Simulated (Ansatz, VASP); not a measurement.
## Two plane-wave programs on TaN

```
Ta N
1.0
     2.76476    0.00000    0.00000
    -1.38238    2.39435    0.00000
     0.00000    0.00000    3.25561
Ta N
1 1
Direct
  0.33333 0.66667 0.50000
  0.00000 0.00000 0.00000
```

Alike in both runs: task single point; functional r2SCAN; k mesh 24 × 24 × 18; occupations gaussian, width 0.15 eV; no spin polarisation.

|  | VASP | Ansatz |
| --- | --- | --- |
| version | VASP 6.6.1 | Ansatz 0.2.0 |
| potentials or method | VASP PAW PBE potentials, release 64 (Ta_sv_GW, N), cutoff 770 eV | scalar-relativistic, plane waves, PAW |
| valence electrons in the cell | 18 | 18 |

Ansatz gave:

```
gap on the k mesh at the Fermi level (eV)                     : none
pressure (GPa)                                                : 1.2
traceless stress, the component that is largest in VASP (GPa) : -79.95
```

Question: Which values does VASP return?

Answer: gap on the k mesh at the Fermi level (eV): none; pressure (GPa): 1.1; traceless stress, the component that is largest in VASP (GPa): -79.76.

VASP's potentials were made for PBE, not for r2SCAN. A gap of «none» marks a metal or a gap that the smearing closes.

Spin-orbit coupling is off throughout.
